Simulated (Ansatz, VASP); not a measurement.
# One calculation of ZnS, two programs

INCAR

```
SYSTEM = ZnS
PREC     = Accurate       ! precision mode
ENCUT    = 520            ! plane-wave cutoff, eV
EDIFF    = 1E-6           ! SCF threshold, eV
ISMEAR   = -1             ! smearing method
SIGMA    = 0.05           ! smearing width, eV
LREAL    = .FALSE.        ! projectors in reciprocal space
LASPH    = .TRUE.         ! aspherical terms in the spheres
NELM     = 80             ! most SCF steps
ALGO     = Normal         ! electronic algorithm
ISIF     = 2              ! what is computed and relaxed
LWAVE    = .FALSE.        ! write WAVECAR
LCHARG   = .TRUE.         ! write CHGCAR
GGA      = PS             ! functional
LELF     = .TRUE.         ! ELF
LVHAR    = .TRUE.       
NBANDS   = 46             ! bands
```

File KPOINTS:

```
Automatic mesh
0
G
  8 8 3
  0 0 0
```

The input POSCAR:

```
ZnS
1.0
    3.8227000000      0.0000000000      0.0000000000
   -1.9113500000      3.3105553110      0.0000000000
    0.0000000000      0.0000000000     12.5200000000
Zn S
4 4
Direct
    0.6666666667      0.3333333333      0.7500000000
    0.3333333333      0.6666666667      0.2500000000
    0.0000000000      0.0000000000      0.5000000000
    0.0000000000      0.0000000000      0.0000000000
    0.6666666667      0.3333333333      0.9375000000
    0.3333333333      0.6666666667      0.4375000000
    0.0000000000      0.0000000000      0.6875000000
    0.0000000000      0.0000000000      0.1875000000
```

The input input.yaml:

```yaml
crystal:
  lattice:
    - [3.8227, 0.0, 0.0]
    - [-1.91135, 3.310555311, 0.0]
    - [0.0, 0.0, 12.52]
  atoms:
    - { symbol: Zn, position: [0.6666666667, 0.3333333333, 0.75] }
    - { symbol: Zn, position: [0.3333333333, 0.6666666667, 0.25] }
    - { symbol: Zn, position: [0.0, 0.0, 0.5] }
    - { symbol: Zn, position: [0.0, 0.0, 0.0] }
    - { symbol: S, position: [0.6666666667, 0.3333333333, 0.9375] }
    - { symbol: S, position: [0.3333333333, 0.6666666667, 0.4375] }
    - { symbol: S, position: [0.0, 0.0, 0.6875] }
    - { symbol: S, position: [0.0, 0.0, 0.1875] }
kpoints:
  mp_grid: { grid: [8, 8, 3] }
scf:
  occupations: { method: fermi_dirac, width: 0.05 }
hamiltonian:
  xc: pbesol
  pseudopotentials: { kind: all_electron, lapw: { basis_error: 0.001 } }
output:
  forces: true
  stress: true
  eigenvalues: true
  populations: true
```

Alike in both runs: task single point; functional PBEsol; k mesh 8 × 8 × 3; occupations fermi-dirac, width 0.05 eV; no spin polarisation.

|  | VASP | Ansatz |
| --- | --- | --- |
| version | VASP 6.6.1 | Ansatz 0.2.0 |
| potentials or method | VASP PAW PBE potentials, release 64 (Zn, S), cutoff 520 eV | all-electron LAPW, scalar-relativistic |

```csv
,VASP,Ansatz,Ansatz less VASP
gap on the k mesh at the Fermi level (eV),2.00,1.99,-0.002
least direct gap on the mesh (eV),2.00,1.99,-0.002
pressure (GPa),-2.1,-2.2,-0.15
"traceless stress, the component that is largest in VASP (GPa)",-0.09,-0.10,-0.004
rms of the force components (eV/Å),0.014,0.014,-0.0002
```

VASP's potentials were made for PBE, not for PBEsol. Atom by atom the forces differ by 0.000 eV/Å (rms over components). Ansatz ran all-electron here, and VASP with PAW potentials.
